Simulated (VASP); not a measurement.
Crystal: B2Ru3.

```xyz
10
Lattice="5.0358 0.0000 0.0000 0.0000 5.0358 0.0000 0.0000 0.0000 5.0358" Properties=species:S:1:pos:R:3 pbc="T T T"
B     1.2590    1.2590    1.2590
B     1.2590    3.7769    3.7769
B     3.7769    3.7769    1.2590
B     3.7769    1.2590    3.7769
Ru    0.0000    2.5179    2.5179
Ru    0.0000    2.5179    0.0000
Ru    2.5179    0.0000    2.5179
Ru    0.0000    0.0000    2.5179
Ru    2.5179    0.0000    0.0000
Ru    2.5179    2.5179    0.0000
```

The cell was built from a structure type or drawn by symmetry, and may not be a known phase.

- Program: VASP 6.6.1
- Task: relaxation of cell and atoms
- Functional: PBE
- Potentials or basis: VASP PAW PBE potentials, release 64 (B, Ru_pv)
- Cutoff: 600 eV
- k mesh: 4 × 4 × 4
- Occupations: gaussian, width 0.1 eV
- Spin: no spin polarisation

At the start: pressure 8.8 GPa; volume 12.77 Å³/atom.

**Question.** How do energy, volume and symmetry change on relaxing?

**Answer.** Over 3 steps the energy falls by 12.5 meV/atom and the volume is 13.25 Å³/atom (+3.8 %); space group Pn-3m (No. 224, to 0.1 Å) before and after.

Step by step:
| step | energy change (eV) | largest force (eV/Å) | pressure (GPa) | volume (Å³) |
| --- | --- | --- | --- | --- |
| 1 | 0.0000 | 0.0000 | 8.81 | 127.71 |
| 2 | 0.2281 | 0.0000 | -12.31 | 141.12 |
| 3 | -0.1254 | 0.0000 | -0.19 | 132.52 |

Final structure:
```cif
data_structure
_symmetry_space_group_name_H-M 'P 1'
_symmetry_Int_Tables_number 1
_cell_length_a 5.0984
_cell_length_b 5.0984
_cell_length_c 5.0984
_cell_angle_alpha 90.000
_cell_angle_beta 90.000
_cell_angle_gamma 90.000
_cell_volume 132.52
loop_
_atom_site_label
_atom_site_type_symbol
_atom_site_fract_x
_atom_site_fract_y
_atom_site_fract_z
_atom_site_occupancy
B1 B 0.25000 0.25000 0.25000 1
B2 B 0.25000 0.75000 0.75000 1
B3 B 0.75000 0.75000 0.25000 1
B4 B 0.75000 0.25000 0.75000 1
Ru1 Ru 0.00000 0.50000 0.50000 1
Ru2 Ru 0.00000 0.50000 0.00000 1
Ru3 Ru 0.50000 0.00000 0.50000 1
Ru4 Ru 0.00000 0.00000 0.50000 1
Ru5 Ru 0.50000 0.00000 0.00000 1
Ru6 Ru 0.50000 0.50000 0.00000 1
```
